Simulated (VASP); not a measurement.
# Si4HC5 in VASP: single point with r2SCAN

Aim: the single point of Si4HC5 with r2SCAN.

All numbers are computed with VASP 6.6.1; they aren't measurements. Logs are shortened: lines on timing, memory, paths and dates and some standing lists are left out, and cuts for length are marked.

## 1. The cell of the first run

The cell holds a slab with vacuum, 10 atoms: a = 3.075 Å, b = 3.075 Å, c = 28.299 Å, α = 90.00°, β = 90.00°, γ = 120.00°.

## 2. Single point, r2SCAN, collinear spin

File POSCAR:

```
Si4HC5
1.0
    3.0751950076      0.0000000000      0.0000000000
   -1.5375975038      2.6631969982      0.0000000000
    0.0000000000      0.0000000000     28.2992617081
C Si H
5 4 1
Direct
    0.3333333333      0.6666666666      0.3003611927
    0.6666666667      0.3333333334      0.3895537467
    0.3319903670      0.6659951835      0.4785720174
    0.6663333631      0.3331666815      0.5679331568
    0.3276024544      0.6638012272      0.6548657259
    0.6666666667      0.3333333334      0.3225176516
    0.3333333333      0.6666666666      0.4117102056
    0.6649231549      0.3324615774      0.5010055651
    0.3328655660      0.6664327830      0.5908105998
    0.3295678766      0.6647839383      0.6928287054
```

File INCAR.step1:

```
PREC = Accurate
ENCUT = 520
ISMEAR = 0
SIGMA = 0.05
LREAL = False
LASPH = True
NELM = 150
ISPIN = 2
MAGMOM = 0 0 0 0 1 0 0 0 0 0
LDIPOL = True
IDIPOL = 3
DIPOL = 0.5 0.5 0.491
NBANDS = 34
GGA = PE
ALGO = Normal
EDIFF = 1E-4
LWAVE = True
LCHARG = False
```

File INCAR.step2:

```
PREC = Accurate
ENCUT = 520
EDIFF = 1E-6
ISMEAR = 0
SIGMA = 0.05
LREAL = False
LASPH = True
NELM = 150
ALGO = Normal
ISIF = 2
LWAVE = False
LCHARG = False
ISPIN = 2
MAGMOM = 0 0 0 0 1 0 0 0 0 0
LORBIT = 11
LDIPOL = True
IDIPOL = 3
DIPOL = 0.5 0.5 0.491
METAGGA = R2SCAN
LMIXTAU = True
NBANDS = 34
ISTART = 1
```

File KPOINTS:

```
Automatic mesh
0
Gamma
  9 9 1
```

Potentials or basis: VASP PAW PBE potentials, release 64 (C, Si, H).

Command:

```console
cat potpaw_PBE.64/C/POTCAR potpaw_PBE.64/Si/POTCAR potpaw_PBE.64/H/POTCAR > POTCAR
cp INCAR.step1 INCAR
mpirun -np 1 vasp_std > vasp.out
cp INCAR.step2 INCAR
mpirun -np 1 vasp_std > vasp.out
```

OUTCAR:

```text
PREC = Accurate
   ENCUT = 520
   EDIFF = 1E-6
   ISMEAR = 0
   LREAL = False
   LASPH = True
   NELM = 150
   ISIF = 2
   ISPIN = 2
   LORBIT = 11
   METAGGA = R2SCAN
   ISTART = 1

 ion  position               nearest neighbor table
   1  0.333  0.667  0.300-   6 1.88   6 1.88   6 1.88
   2  0.667  0.333  0.390-   7 1.88   7 1.88   7 1.88   6 1.90
   3  0.332  0.666  0.479-   8 1.89   8 1.89   8 1.89   7 1.89
   4  0.666  0.333  0.568-   9 1.89   9 1.89   9 1.89   8 1.89
   5  0.328  0.664  0.655-  10 1.07   9 1.81
   6  0.667  0.333  0.323-   1 1.88   1 1.88   1 1.88   2 1.90   7 3.09   7 3.09   7 3.09
   7  0.333  0.667  0.412-   2 1.88   2 1.88   2 1.88   3 1.89   6 3.09   6 3.09   6 3.09   8 3.09
                             8 3.09   8 3.09
   8  0.665  0.332  0.501-   3 1.89   3 1.89   3 1.89   4 1.89   7 3.09   7 3.09   7 3.09   9 3.10
                             9 3.10   9 3.10
   9  0.333  0.666  0.591-   5 1.81   4 1.89   4 1.89   4 1.89   8 3.10   8 3.10   8 3.10
  10  0.330  0.665  0.693-   5 1.07

  LATTYP: Found a hexagonal cell.
 ALAT       =     3.0751950076
 C/A-ratio  =     9.2024283462

  Lattice vectors:

 A1 = (   3.0751950076,   0.0000000000,   0.0000000000)
 A2 = (  -1.5375975038,   2.6631969982,   0.0000000000)
 A3 = (   0.0000000000,   0.0000000000,  28.2992617081)

Analysis of symmetry for initial positions (statically):
=====================================================================
 Subroutine PRICEL returns:
 Original cell was already a primitive cell.

 Routine SETGRP: Setting up the symmetry group for a
 hexagonal supercell.

 Subroutine GETGRP returns: Found  2 space group operations
 (whereof  2 operations were pure point group operations)
 out of a pool of 24 trial point group operations.

The static configuration has the point symmetry C_1h.

Analysis of symmetry for dynamics (positions and initial velocities):
=====================================================================
 Subroutine PRICEL returns:
 Original cell was already a primitive cell.

 Routine SETGRP: Setting up the symmetry group for a
 hexagonal supercell.

 Subroutine GETGRP returns: Found  2 space group operations
 (whereof  2 operations were pure point group operations)
 out of a pool of 24 trial point group operations.

The dynamic configuration has the point symmetry C_1h.

Analysis of structural, dynamic, and magnetic symmetry:
=====================================================================
 Subroutine PRICEL returns:
 Original cell was already a primitive cell.

 Routine SETGRP: Setting up the symmetry group for a
 hexagonal supercell.

 Subroutine GETGRP returns: Found  2 space group operations
 (whereof  2 operations were pure point group operations)
 out of a pool of 24 trial point group operations.

The overall configuration has the point symmetry C_1h.

 Subroutine INISYM returns: Found  2 space group operations
 (whereof  2 operations are pure point group operations),
 and found     1 'primitive' translations

----------------------------------------------------------------------------------------

                                     Primitive cell

  volume of cell :     231.7667

  direct lattice vectors                    reciprocal lattice vectors
     3.075195008  0.000000000  0.000000000     0.325182630  0.187744279  0.000000000
    -1.537597504  2.663196998  0.000000000     0.000000000  0.375488558  0.000000000
     0.000000000  0.000000000 28.299261708     0.000000000  0.000000000  0.035336611

  length of vectors
     3.075195008  3.075195008 28.299261708     0.375488558  0.375488558  0.035336611

  position of ions in fractional coordinates (direct lattice)
     0.333333333  0.666666667  0.300361193
     0.666666667  0.333333333  0.389553747
     0.331990367  0.665995184  0.478572017
     0.666333363  0.333166682  0.567933157
     0.327602454  0.663801227  0.654865726
     0.666666667  0.333333333  0.322517652
     0.333333333  0.666666667  0.411710206
     0.664923155  0.332461577  0.501005565
     0.332865566  0.666432783  0.590810600
     0.329567877  0.664783938  0.692828705

  ion indices of the primitive-cell ions
   primitive index   ion index
                 1           1
                 2           2
                 3           3
                 4           4
                 5           5
                 6           6
                 7           7
                 8           8
                 9           9
                10          10

[... 29 lines left out ...]
  0.111111  0.000000  0.000000      2.000000
  0.000000  0.111111  0.000000      4.000000
  0.222222 -0.000000  0.000000      2.000000
  0.000000  0.222222  0.000000      4.000000
  0.333333 -0.000000  0.000000      2.000000
[... 16 lines left out ...]
 -0.222222 -0.444444  0.000000      4.000000
  0.444444  0.333333  0.000000      4.000000
   k-points           NKPTS =     25   k-points in BZ     NKDIM =     25   number of bands    NBANDS=     34
   number of dos      NEDOS =    301   number of ions     NIONS =     10
   total plane-waves  NPLWV = 120960
   dimension x,y,z NGX =    24 NGY =   24 NGZ =  210
   dimension x,y,z NGXF=    48 NGYF=   48 NGZF=  420
   ions per type =               5   4   1
   NGX,Y,Z   is equivalent  to a cutoff of  12.97, 12.97, 12.34 a.u.
   NGXF,Y,Z  is equivalent  to a cutoff of  25.95, 25.95, 24.67 a.u.
 SYSTEM =  unknown system
   PREC   = accura    normal or accurate (medium, high low for compatibility)
   ISTART =      1    job   : 0-new  1-cont  2-samecut
   ICHARG =      0    charge: 1-file 2-atom 10-const
   ISPIN  =      2    spin polarized calculation?
   LNONCOLLINEAR =      F non collinear calculations
   LSORBIT =      F    spin-orbit coupling
   LASPH  =      T    aspherical Exc in radial PAW
   ENCUT  =  520.0 eV  38.22 Ry    6.18 a.u.   5.72  5.72 52.62*2*pi/ulx,y,z
   NELM   =    150;   NELMIN=  2; NELMDL=  0     # of ELM steps
   EDIFF  = 0.1E-05   stopping-criterion for ELM
   LREAL  =      F    real-space projection
   EDIFFG = 0.1E-04   stopping-criterion for IOM
   NSW    =      0    number of steps for IOM
   IBRION =     -1    ionic relax: 0-MD 1-quasi-New 2-CG
   NFREE  =      0    steps in history (QN), initial steepest desc. (CG)
   ISIF   =      2    stress and relaxation
   ISYM   =      2    0-nonsym 1-usesym 2-fastsym
   POTIM  = 0.5000    time-step for ionic-motion
   TEBEG  =    0.0;   TEEND  =   0.0 temperature during run
   PSTRESS=    0.0 pullay stress
   NELECT =      37.0000    total number of electrons
   NUPDOWN=      -1.0000    fix difference up-down
   EMIN   =  10.00;   EMAX   =-10.00  energy-range for DOS
   EFERMI =   0.00;   METHOD = LEGACY
   ISMEAR =     0;   SIGMA  =   0.05  broadening in eV -4-tet -1-fermi 0-gaus
   EFERMI_NEDOS =   21; number of points for ismear=-14 and -15
   IALGO  =     38    algorithm
   IMIX   =      4    mixing-type and parameters
     AMIX     =   0.40;   BMIX     =  1.00
     AMIX_MAG =   1.60;   BMIX_MAG =  1.00
  volume/ion in A,a.u.               =      23.18       156.40
  Fermi-wavevector in a.u.,A,eV,Ry     =   0.888093  1.678252 10.731037  0.788709
  Thomas-Fermi vector in A             =   2.009477
   LORBIT       =     11    0 simple, 1 ext, 2 COOP (PROOUT), +10 PAW based schemes
   METAGGA = R2SCAN    functional components
   LHFCALC =     F    Hartree Fock is set to
   AEXX    =    0.0000 exact exchange contribution
   IVDW    =     0    specifies the selected vdW correction
   LEPSILON=     F    determine dielectric tensor
   LRPA    =     F    only Hartree local field effects (RPA)
 spin polarized calculation
 Gauss-broadening in eV      SIGMA  =   0.05
  energy-cutoff  :      520.00
  volume of cell :      231.77
 maximum number of plane-waves:      6268
   NGX = 11   NGY = 11   NGZ =105

 dipolmoment           0.000000      0.000000      0.026947 electrons x Angstroem

 number of electron      37.0000000 magnetization       0.0137699

 number of electron      37.0000000 magnetization      -0.0000817

 dipolmoment           0.000000      0.000000     -0.134910 electrons x Angstroem

 Free energy of the ion-electron system (eV)
  ---------------------------------------------------
  ext. energy  EPLUGINS =         0.00000000
  ---------------------------------------------------
  free energy    TOTEN  =       -84.37655391 eV

  energy without entropy =      -84.36346340  energy(sigma->0) =      -84.37000866

 E-fermi :   0.1712     XC(G=0):  -5.4116

 val. band max:        0.1679356305   @ k =   0.3333   0.1111   0.0000
 cond. band min:       0.1815775839   @ k =   0.2222   0.1111   0.0000
 fundamental gap:      0.0136419534
 Fermi energy:         0.1712013716

 spin component 1

 k-point     1 :       0.0000    0.0000    0.0000
  band No.  band energies     occupation
      1     -16.3978      1.00000
      2     -15.6256      1.00000
      3     -14.5090      1.00000
      4     -13.1351      1.00000
      5     -12.4584      1.00000
      6      -8.5933      1.00000
[... 781 lines left out ...]
     29       9.0282      0.00000
     30       9.3201      0.00000

 [... further k-points ...]

 spin component 2

 k-point     1 :       0.0000    0.0000    0.0000
  band No.  band energies     occupation
      1     -16.3978      1.00000
      2     -15.6256      1.00000
      3     -14.5090      1.00000
      4     -13.1351      1.00000
      5     -12.4584      1.00000
      6      -8.5933      1.00000
[... 781 lines left out ...]
     29       9.0271      0.00000
     30       9.3191      0.00000

 [... further k-points ...]

 [bands above 30 left out]

------------------------ aborting loop because EDIFF is reached ----------------------------------------

 vacuum level on the upper side and lower side of the slab       (xc-potential included)        -1.473         1.453

  FORCE on cell =-STRESS in cart. coord.  units (eV):
  Direction    XX          YY          ZZ          XY          YZ          ZX
  --------------------------------------------------------------------------------------
  -------------------------------------------------------------------------------------
  Total       -2.7250394     -2.7375107     -0.9879971      0.0108005      0.0280859      0.0486463
  in kB      -18.8378923    -18.9241053     -6.8299136      0.0746626      0.1941548      0.3362863
  external PRESSURE =     -14.8639704 kB  Pullay stress =       0.0000000 kB

 VOLUME and BASIS-vectors are now :
 -----------------------------------------------------------------------------
  energy-cutoff  :      520.00
  volume of cell :      231.77
      direct lattice vectors                 reciprocal lattice vectors
     3.075195008  0.000000000  0.000000000     0.325182630  0.187744279  0.000000000
    -1.537597504  2.663196998  0.000000000     0.000000000  0.375488558  0.000000000
     0.000000000  0.000000000 28.299261708     0.000000000  0.000000000  0.035336611

 POSITION                                       TOTAL-FORCE (eV/Angst)
 -----------------------------------------------------------------------------------
     -0.00000      1.77546      8.50000         0.000718      0.000414      2.562315
      1.53760      0.88773     11.02408        -0.000862     -0.000498      0.569241
     -0.00310      1.77368     13.54323        -0.008250     -0.004763      0.215043
      1.53683      0.88729     16.07209        -0.018254     -0.010539      0.112527
     -0.01322      1.76783     18.53222         0.012979      0.007494     -0.072608
      1.53760      0.88773      9.12701        -0.000591     -0.000341     -2.868015
     -0.00000      1.77546     11.65109        -0.008414     -0.004858     -0.356612
      1.53358      0.88541     14.17809         0.024885      0.014368     -0.173112
     -0.00108      1.77484     16.71950        -0.003946     -0.002278     -0.068486
     -0.00868      1.77045     19.60654         0.001734      0.001001      0.079708
 -----------------------------------------------------------------------------------
    total drift:                                0.000204      0.000117      0.000612

  FREE ENERGIE OF THE ION-ELECTRON SYSTEM (eV)
  ---------------------------------------------------
  free  energy   TOTEN  =       -84.3765539113 eV

  energy  without entropy=      -84.3634633989  energy(sigma->0) =      -84.37000866

 vacuum level on the upper side and lower side of the slab         3.747         6.723

 total charge

# of ion       s       p       d       tot
------------------------------------------
    1        0.883   1.525   0.000   2.408
    2        0.860   1.701   0.000   2.561
    3        0.853   1.712   0.000   2.564
    4        0.857   1.697   0.000   2.553
    5        0.920   1.387   0.000   2.307
    6        0.703   0.976   0.000   1.679
    7        0.701   0.975   0.000   1.676
    8        0.704   0.977   0.000   1.681
    9        0.693   0.972   0.000   1.666
   10        0.628   0.056   0.000   0.685
--------------------------------------------------
tot          7.802  11.979   0.000  19.780

 magnetization (x)

# of ion       s       p       d       tot
------------------------------------------
    1       -0.000  -0.000   0.000  -0.000
    2       -0.000  -0.000   0.000  -0.000
    3        0.000   0.000   0.000   0.000
    4        0.000   0.000   0.000   0.000
    5       -0.000  -0.000   0.000  -0.000
    6       -0.000  -0.000   0.000  -0.000
    7       -0.000  -0.000   0.000  -0.000
    8       -0.000  -0.000   0.000  -0.000
    9       -0.000  -0.000   0.000  -0.000
   10        0.000  -0.000   0.000   0.000
--------------------------------------------------
tot         -0.000  -0.000   0.000  -0.000
```

Run time: 1.8 h. Hardware: 1 thread of Oxide Virtual Turin-like, shared host; peak memory 0.63 GiB.

What came out:

```yaml
Free_energy: -84.3766 eV
Largest_force: 2.868 eV/Å
Net_moment: 0.00 μB per cell
Valence_electrons_inside_the_program's_atomic_spheres: C 2.41, 2.56, 2.55, 2.31 (each value once); Si 1.68, 1.67 (each value once); H 0.69
```

Forces on the atoms (eV/Å):
```
C    0.001  0.000  2.562
C   -0.001  0.000  0.569
C   -0.008 -0.005  0.215
C   -0.018 -0.011  0.113
C    0.013  0.007 -0.073
Si  -0.001  0.000 -2.868
Si  -0.008 -0.005 -0.357
Si   0.025  0.014 -0.173
Si  -0.004 -0.002 -0.068
H    0.002  0.001  0.080
```

Caveat: the PAW data sets were made with another functional, which shifts forces and pressure a little.
